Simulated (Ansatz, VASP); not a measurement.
PbS in VASP and in Ansatz

The input POSCAR:

```
PbS
1.0
    3.6778561224      0.0000000000      0.0000000000
    0.0000000000      3.6778561224      0.0000000000
    0.0000000000      0.0000000000      3.6778561224
Pb S
1 1
Direct
    0.0000000000      0.0000000000      0.0000000000
    0.5000000000      0.5000000000      0.5000000000
```

INCAR.step1

```
SYSTEM = PbS
PREC     = Accurate       ! precision mode
ENCUT    = 520            ! plane-wave cutoff, eV
EDIFF    = 1E-5           ! SCF threshold, eV
ISMEAR   = -1             ! smearing method
SIGMA    = 0.05           ! smearing width, eV
LREAL    = .False.        ! projectors in reciprocal space
LASPH    = .True.         ! aspherical terms in the spheres
NELM     = 80             ! most SCF steps
ALGO     = Normal         ! electronic algorithm
ISIF     = 2              ! what is computed and relaxed
LWAVE    = .True.         ! write WAVECAR
NBANDS   = 17             ! bands
GGA      = PE             ! functional
```

File INCAR.step2:

```
SYSTEM = PbS
PREC     = Accurate       ! precision mode
ENCUT    = 520            ! plane-wave cutoff, eV
EDIFF    = 1E-6           ! SCF threshold, eV
ISMEAR   = -1             ! smearing method
SIGMA    = 0.05           ! smearing width, eV
LREAL    = .False.        ! projectors in reciprocal space
LASPH    = .True.         ! aspherical terms in the spheres
NELM     = 80             ! most SCF steps
ALGO     = Normal         ! electronic algorithm
ISIF     = 2              ! what is computed and relaxed
LWAVE    = .False.        ! write WAVECAR
LCHARG   = .True.         ! write CHGCAR
GGA      = PE             ! functional
LHFCALC  = .True.         ! exact exchange
HFSCREEN = 0.2079         ! screening, 1/A
PRECFOCK = Normal       
LELF     = .True.         ! ELF
LVHAR    = .True.       
NBANDS   = 17             ! bands
ISTART   = 1
```

Contents of KPOINTS:

```
Automatic mesh
0
Gamma
  4 4 4
  0 0 0
```

Contents of input:

```
crystal:
  lattice:
    - [3.6778561224, 0.0, 0.0]
    - [0.0, 3.6778561224, 0.0]
    - [0.0, 0.0, 3.6778561224]
  atoms:
    - { symbol: Pb, position: [0.0, 0.0, 0.0] }
    - { symbol: S, position: [0.5, 0.5, 0.5] }
hamiltonian:
  xc: hse06
  pseudopotentials: { kind: paw }
kpoints:
  mp_grid: { grid: [4, 4, 4] }
scf:
  occupations: { method: fermi_dirac, width: 0.05 }
output:
  forces: true
  stress: true
  eigenvalues: true
  write_density: true
  write_potential: true
  elf: true
  volumetric_format: npy
```

Alike in both runs: task single point; functional HSE06; k mesh 4 × 4 × 4; occupations fermi-dirac, width 0.05 eV; no spin polarisation.

|  | VASP | Ansatz |
| --- | --- | --- |
| version | VASP 6.6.1 | Ansatz 0.2.0 |
| potentials or method | VASP PAW PBE potentials, release 64 (Pb_d, S) | Ansatz PAW |
| plane-wave cutoff (eV) | 520 | 420 |
| valence electrons in the cell | 20 | 20 |

VASP gave:

| Item | Value |
| --- | --- |
| pressure (GPa) | -2.7 |

**Question.** Which values does Ansatz return?

**Answer.** Pressure (GPa): -2.6.

With one functional, cell and mesh, what is left measures potentials, basis and numerics.

The k mesh is coarse, so the values compare programs but aren't converged. Spin-orbit coupling is off throughout.
